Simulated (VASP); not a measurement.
# Si4N in VASP: notebook

The runs below take Si4N through single point, with PBE+D3(BJ).

Program: VASP 6.6.1. These are calculated values, not measurements. Logs are shortened: lines on timing, memory, paths and dates and some standing lists are left out, and cuts for length are marked.

### 1 The cell of the first run

The cell holds a slab with vacuum, 5 atoms: a = 3.833 Å, b = 3.833 Å, c = 21.103 Å, α = 90.00°, β = 90.00°, γ = 90.00°.

### 2 Single point, PBE+D3(BJ), collinear spin, ferromagnetic start

Input file INCAR:

```
SYSTEM = Si4N
  PREC = Accurate
  ENCUT = 520
  EDIFF = 1E-6
  ISMEAR = 0
  SIGMA = 0.05
  LREAL = .False.
  LASPH = .True.
  NELM = 150
  ALGO = Normal
  ISIF = 2
  LWAVE = .False.
  LCHARG = .False.
  ISPIN = 2
  MAGMOM = 0 0 0 0 3
  LORBIT = 11
  LDIPOL = .True.
  IDIPOL = 3
  DIPOL = 0.5 0.5 0.335
  GGA = PE
  IVDW = 12
  NBANDS = 22
```

Input file KPOINTS:

```
regular mesh
0
Gamma
  7 7 1
  0 0 0
```

Input file POSCAR:

```
Si4N
1.0
    3.8333442755      0.0000000000      0.0000000000
    0.0000000000      3.8333442755      0.0000000000
    0.0000000000      0.0000000000     21.1034818114
Si N
4 1
Direct
    0.0000000000      0.5000000000      0.1895421825
    0.0000000000      0.0000000000      0.2537634269
    0.5000000000      0.0000000000      0.3207061922
    0.5000000000      0.5000000000      0.3839879070
    0.7500000000      0.6250000000      0.5261445439
```

Potentials or basis: VASP PAW PBE potentials, release 64 (Si, N).

Started as:

```sh
$ cat potpaw_PBE.64/Si/POTCAR potpaw_PBE.64/N/POTCAR > POTCAR
$ mpirun -np 1 vasp_std > vasp.out
```

OUTCAR:

```text
SYSTEM = Si4N
   PREC = Accurate
   ENCUT = 520
   EDIFF = 1E-6
   ISMEAR = 0
   LREAL = .False.
   LASPH = .True.
   NELM = 150
   ISIF = 2
   ISPIN = 2
   LORBIT = 11
   GGA = PE
   IVDW = 12
 IVDW          = 12

 ion  position               nearest neighbor table
   1  0.000  0.500  0.190-   2 2.35   2 2.35
   2  0.000  0.000  0.254-   1 2.35   1 2.35   3 2.38   3 2.38
   3  0.500  0.000  0.321-   4 2.34   4 2.34   2 2.38   2 2.38
   4  0.500  0.500  0.384-   3 2.34   3 2.34
   5  0.750  0.625  0.526-

  LATTYP: Found a simple tetragonal cell.
 ALAT       =     3.8333442755
 C/A-ratio  =     5.5052404101

  Lattice vectors:

 A1 = (   3.8333442755,   0.0000000000,   0.0000000000)
 A2 = (   0.0000000000,   3.8333442755,   0.0000000000)
 A3 = (   0.0000000000,   0.0000000000,  21.1034818114)

Analysis of symmetry for initial positions (statically):
=====================================================================
 Subroutine PRICEL returns:
 Original cell was already a primitive cell.

 Routine SETGRP: Setting up the symmetry group for a
 simple tetragonal supercell.

 Subroutine GETGRP returns: Found  1 space group operations
 (whereof  1 operations were pure point group operations)
 out of a pool of 16 trial point group operations.

The static configuration has the point symmetry C_1 .

Analysis of symmetry for dynamics (positions and initial velocities):
=====================================================================
 Subroutine PRICEL returns:
 Original cell was already a primitive cell.

 Routine SETGRP: Setting up the symmetry group for a
 simple tetragonal supercell.

 Subroutine GETGRP returns: Found  1 space group operations
 (whereof  1 operations were pure point group operations)
 out of a pool of 16 trial point group operations.

The dynamic configuration has the point symmetry C_1 .

Analysis of structural, dynamic, and magnetic symmetry:
=====================================================================
 Subroutine PRICEL returns:
 Original cell was already a primitive cell.

 Routine SETGRP: Setting up the symmetry group for a
 simple tetragonal supercell.

 Subroutine GETGRP returns: Found  1 space group operations
 (whereof  1 operations were pure point group operations)
 out of a pool of 16 trial point group operations.

The overall configuration has the point symmetry C_1 .

 Subroutine INISYM returns: Found  1 space group operations
 (whereof  1 operations are pure point group operations),
 and found     1 'primitive' translations

[... 140 lines left out ...]
 number of electron      21.0000001 magnetization       2.6336300

 dipolmoment           0.000000      0.000000      0.050178 electrons x Angstroem

 Free energy of the ion-electron system (eV)
  ---------------------------------------------------
  ext. energy  EPLUGINS =         0.00000000
  ---------------------------------------------------
  free energy    TOTEN  =       -21.31882614 eV

  energy without entropy =      -21.31656631  energy(sigma->0) =      -21.31769622

 E-fermi :  -2.4091     XC(G=0):  -3.8845

 val. band max:       -2.4318801711   @ k =  -0.2857   0.2857   0.0000
 cond. band min:      -2.3354212532   @ k =  -0.1429   0.4286   0.0000
 fundamental gap:      0.0964589179
 Fermi energy:        -2.4091351066

 spin component 1

 k-point     1 :       0.0000    0.0000    0.0000
  band No.  band energies     occupation
      1     -16.4167      1.00000
      2     -13.2849      1.00000
      3     -11.1332      1.00000
      4      -7.8234      1.00000
      5      -5.0371      1.00000
      6      -4.6025      1.00000
[... 589 lines left out ...]
     21       5.3340      0.00000
     22       6.0580      0.00000

 [... further k-points ...]

 spin component 2

 k-point     1 :       0.0000    0.0000    0.0000
  band No.  band energies     occupation
      1     -13.3240      1.00000
      2     -12.1413      1.00000
      3     -11.1685      1.00000
      4      -7.8627      1.00000
      5      -4.3788      1.00000
      6      -4.1662      1.00000
[... 589 lines left out ...]
     21       5.3921      0.00000
     22       6.1921      0.00000

 [... further k-points ...]

------------------------ aborting loop because EDIFF is reached ----------------------------------------

 vacuum level on the upper side and lower side of the slab       (xc-potential included)         0.301        -0.301

 Edisp (eV)   -0.99148

 E8    (eV) :    -0.4215

  FORCE on cell =-STRESS in cart. coord.  units (eV):
  Direction    XX          YY          ZZ          XY          YZ          ZX
  --------------------------------------------------------------------------------------
  -------------------------------------------------------------------------------------
  Total      -3.99951    -1.03659    -1.63877    -0.05174    -0.17697    -0.35016
  in kB     -20.66369    -5.35558    -8.46682    -0.26734    -0.91431    -1.80914
  external pressure =      -11.50 kB  Pullay stress =        0.00 kB

 VOLUME and BASIS-vectors are now :
 -----------------------------------------------------------------------------
  energy-cutoff  :      520.00
  volume of cell :      310.11
      direct lattice vectors                 reciprocal lattice vectors
     3.833344276  0.000000000  0.000000000     0.260868821  0.000000000  0.000000000
     0.000000000  3.833344276  0.000000000     0.000000000  0.260868821  0.000000000
     0.000000000  0.000000000 21.103481811     0.000000000  0.000000000  0.047385546

 POSITION                                       TOTAL-FORCE (eV/Angst)
 -----------------------------------------------------------------------------------
      0.00000      1.91667      4.00000         0.009644      0.006952      0.060432
      0.00000      0.00000      5.35529        -0.006862      0.005546      0.060066
      1.91667      0.00000      6.76802         0.054670     -0.022103      0.034110
      1.91667      1.91667      8.10348         0.028090      0.063942      0.228800
      2.87501      2.39584     11.10348        -0.085542     -0.054336     -0.383408
 -----------------------------------------------------------------------------------
    total drift:                               -0.000003      0.000023      0.000212

  FREE ENERGIE OF THE ION-ELECTRON SYSTEM (eV)
  ---------------------------------------------------
  free  energy   TOTEN  =       -22.3103068102 eV

  energy  without entropy=      -22.3080469837  energy(sigma->0) =      -22.30917690

 vacuum level on the upper side and lower side of the slab         3.549         2.931

 total charge

# of ion       s       p       d       tot
------------------------------------------
    1        0.864   0.721   0.000   1.585
    2        0.776   0.894   0.000   1.670
    3        0.775   0.896   0.000   1.671
    4        0.856   0.720   0.000   1.576
    5        1.363   1.911   0.000   3.275
--------------------------------------------------
tot          4.633   5.143   0.000   9.776

 magnetization (x)

# of ion       s       p       d       tot
------------------------------------------
    1        0.003  -0.004   0.000  -0.002
    2        0.000  -0.011   0.000  -0.011
    3        0.004  -0.015   0.000  -0.011
    4       -0.003  -0.055   0.000  -0.058
    5        0.037   1.827   0.000   1.864
--------------------------------------------------
tot          0.041   1.741   0.000   1.782
```

OSZICAR:

```text
N       E                     dE             d eps       ncg     rms          rms(c)
DAV:   1     0.923142363930E+02    0.92314E+02   -0.65459E+03  2200   0.676E+02
DAV:   2    -0.863903662093E+01   -0.10095E+03   -0.96063E+02  3096   0.125E+02
DAV:   3    -0.214165049421E+02   -0.12777E+02   -0.12470E+02  2850   0.410E+01
[... 20 lines left out ...]
DAV:  24    -0.213188116353E+02   -0.19372E-04   -0.69469E-07  2300   0.178E-03    0.553E-04
DAV:  25    -0.213188214073E+02   -0.97720E-05   -0.34684E-07  2386   0.123E-03    0.400E-04
DAV:  26    -0.213188243219E+02   -0.29146E-05   -0.16566E-07  2102   0.837E-04    0.239E-04
DAV:  27    -0.213188258615E+02   -0.15396E-05   -0.11816E-07  2254   0.683E-04    0.161E-04
DAV:  28    -0.213188261369E+02   -0.27538E-06   -0.13043E-08  2110   0.313E-04
   1 F= -.22310307E+02 E0= -.22309177E+02  d E =-.225983E-02  mag=     2.6336
```

stdout:

```text
POSCAR found type information on POSCAR SiN
 POSCAR found :  2 types and       5 ions
 scaLAPACK will be used
 LDA part: xc-table for (Slater+PW92), standard interpolation
 POSCAR, INCAR and KPOINTS ok, starting setup
 FFT: planning ... GRIDC
 FFT: planning ... GRID_SOFT
 FFT: planning ... GRID
 WAVECAR not read
 entering main loop
```

Wall time 6.7 min (1 thread of Intel Xeon 6975P-C (Granite Rapids), shared host); peak memory 0.62 GiB.

Results:

* Free energy: -22.3103 eV
* Largest force: 0.397 eV/Å
* Net moment: 2.63 μB per cell
* Site moments: Si -0.00, -0.01, -0.06 (each value once); N +1.86 μB
* Valence electrons inside the program's atomic spheres: Si 1.58, 1.67 (each value once); N 3.27
* Dispersion energy per atom: -0.198 eV

Forces on the atoms (eV/Å):
```
Si   0.010  0.007  0.060
Si  -0.007  0.006  0.060
Si   0.055 -0.022  0.034
Si   0.028  0.064  0.229
N   -0.086 -0.054 -0.383
```

Levels at points of the mesh, in eV from the Fermi level:
Spin up:
```tsv
k point	band 10	band 11	band 12	band 13	band 14	band 15
(0.00, 0.00, 0.00)	-1.31	-0.55	0.62	1.35	1.85	2.01
```
Spin down:
| k point | band 7 | band 8 | band 9 | band 10 | band 11 | band 12 |
| --- | --- | --- | --- | --- | --- | --- |
| (0.00, 0.00, 0.00) | -1.70 | -0.59 | 0.17 | 1.29 | 1.55 | 1.82 |

### 3 Single point, PBE+D3(BJ), collinear spin, ferromagnetic start

Input file INCAR:

```
PREC = Accurate
ENCUT = 520
EDIFF = 1E-6
ISMEAR = 0
SIGMA = 0.05
LREAL = False
LASPH = True
NELM = 150
ALGO = Normal
ISIF = 2
LWAVE = False
LCHARG = False
ISPIN = 2
MAGMOM = 0 0 0 0 3
LORBIT = 11
LDIPOL = True
IDIPOL = 3
DIPOL = 0.5 0.5 0.335
GGA = PE
IVDW = 12
NBANDS = 22
```

Input file KPOINTS:

```
regular mesh
0
Gamma
  7 7 1
```

Changes to POSCAR since step 2:

```diff
@@ -12,2 +12,2 @@
     0.5000000000      0.5000000000      0.3839879070
-    0.7500000000      0.6250000000      0.5261445439
+    0.7500000000      0.8750000000      0.5261445439
```

Potentials or basis: VASP PAW PBE potentials, release 64 (Si, N).

Started as:

```sh
$ cat potpaw_PBE.64/Si/POTCAR potpaw_PBE.64/N/POTCAR > POTCAR
$ mpirun -np 1 vasp_std > vasp.out
```

Wall time 6.1 min (1 thread of Intel Xeon 6975P-C (Granite Rapids), shared host); peak memory 0.63 GiB.

It converged, with:

```
Free energy                                           : -22.2521 eV
Largest force                                         : 0.210 eV/Å
Net moment                                            : 2.69 μB per cell
Site moments                                          : Si -0.01, -0.04 (each value once); N +1.90 μB
Valence electrons inside the program's atomic spheres : Si 1.58, 1.67 (each value once); N 3.27
Dispersion energy per atom                            : -0.199 eV
```

Forces in eV/Å, atoms in the order of the input:
```
Si   0.003  0.007  0.088
Si  -0.009  0.004  0.026
Si   0.031 -0.018 -0.036
Si   0.007  0.048  0.125
N   -0.032 -0.041 -0.203
```

Levels at points of the mesh, in eV from the Fermi level:
Spin up:
| k point | band 8 | band 9 | band 10 | band 11 | band 12 | band 13 | band 14 | band 15 | band 16 | band 17 |
| --- | --- | --- | --- | --- | --- | --- | --- | --- | --- | --- |
| (0.00, 0.00, 0.00) | -1.87 | -1.63 | -1.36 | -0.49 | 0.61 | 1.42 | 1.90 | 2.06 | 3.14 | 3.44 |
Spin down:
```tsv
k point	band 5	band 6	band 7	band 8	band 9	band 10	band 11	band 12	band 13	band 14
(0.00, 0.00, 0.00)	-1.90	-1.66	-1.64	-0.53	0.29	1.35	1.63	1.85	1.97	2.06
```
